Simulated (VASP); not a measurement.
A run of VASP 6.6.1:

Contents of INCAR:

```
ALGO     = Normal         # electronic algorithm
EDIFF    = 1E-6           # SCF threshold, eV
EDIFFG   = -0.03          # ionic threshold
ENCUT    = 520            # plane-wave cutoff, eV
IBRION   = 2              # ionic algorithm
ISIF     = 2              # what is computed and relaxed
ISMEAR   = -1             # smearing method
LASPH    = T              # aspherical terms in the spheres
LCHARG   = F              # write CHGCAR
LREAL    = Auto         
LWAVE    = F              # write WAVECAR
NELM     = 60             # most SCF steps
NSW      = 80             # ionic steps
PREC     = Accurate       # precision mode
SIGMA    = 0.05           # smearing width, eV
```

Contents of KPOINTS:

```
k-points
0
Gamma
  2 2 2
```

The input POSCAR:

```
Si16Ge
1.0
    0.0000000000      5.4300000000      5.4300000000
    5.4300000000      0.0000000000      5.4300000000
    5.4300000000      5.4300000000      0.0000000000
Si Ge
16 1
Direct
    0.0000000000      0.0000000000      0.0000000000
    0.1250000000      0.1250000000      0.1250000000
    0.0000000000      0.0000000000      0.5000000000
    0.1250000000      0.1250000000      0.6250000000
    0.0000000000      0.5000000000      0.0000000000
    0.1250000000      0.6250000000      0.1250000000
    0.0000000000      0.5000000000      0.5000000000
    0.1250000000      0.6250000000      0.6250000000
    0.5000000000      0.0000000000      0.0000000000
    0.6250000000      0.1250000000      0.1250000000
    0.5000000000      0.0000000000      0.5000000000
    0.6250000000      0.1250000000      0.6250000000
    0.5000000000      0.5000000000      0.0000000000
    0.6250000000      0.6250000000      0.1250000000
    0.5000000000      0.5000000000      0.5000000000
    0.6250000000      0.6250000000      0.6250000000
    0.3813182000      0.3754328000      0.8712781000
```

Potentials or basis: VASP PAW LDA potentials, release 64 (Si, Ge_d).

Command:

```console
$ cat potpaw_LDA.64/Si/POTCAR potpaw_LDA.64/Ge_d/POTCAR > POTCAR
$ mpirun -np 1 vasp_std > vasp.out
```

Hardware: 1 thread of Oxide Virtual Turin-like Processor, on a shared host.

Task: How long does it take, and how much memory?

Result: It took 23 min on 1 thread of Oxide Virtual Turin-like Processor (shared host), peak memory 0.38 GiB. Counts: scf iterations 44, k points 8, ion steps 6.
